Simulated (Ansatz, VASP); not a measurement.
# Ir: VASP beside Ansatz

```
CELL_PARAMETERS angstrom
4.83734 0.00000 0.00000
0.00000 4.83734 0.00000
0.00000 0.00000 4.83734
ATOMIC_POSITIONS crystal
Ir 0.00000 0.00000 0.00000
Ir 0.50000 0.50000 0.50000
Ir 0.25000 0.00000 0.50000
Ir 0.75000 0.00000 0.50000
Ir 0.50000 0.25000 0.00000
Ir 0.50000 0.75000 0.00000
Ir 0.00000 0.50000 0.25000
Ir 0.00000 0.50000 0.75000
```

Alike in both runs: task relaxation of cell and atoms; functional LDA; k mesh 5 × 5 × 5; occupations fermi-dirac, width 0.1 eV; no spin polarisation.

```csv
,VASP,Ansatz
version,VASP 6.6.1,Ansatz 0.2.0
potentials or method,"VASP PAW LDA potentials, release 64 (Ir_sv_GW), cutoff 560 eV","plane waves (420 eV) with PAW, scalar-relativistic"
valence electrons in the cell,136,136
```

VASP gave:

| Property | Result |
| --- | --- |
| relaxed volume (Å³/atom) | 14.37 |
| relaxed length of the cell vector where the two differ most in proportion (Å) | 4.863 |

Problem. What did Ansatz give for the same quantities?

Solution. Relaxed volume (Å³/atom): 14.40; relaxed length of the cell vector where the two differ most in proportion (Å): 4.866.

Ansatz warns that its potentials were made for another functional, while VASP's fit it. LDA's correlation is that of Perdew and Zunger in VASP and of Perdew and Wang (1992) in Ansatz.

Neither program's run includes spin-orbit coupling.
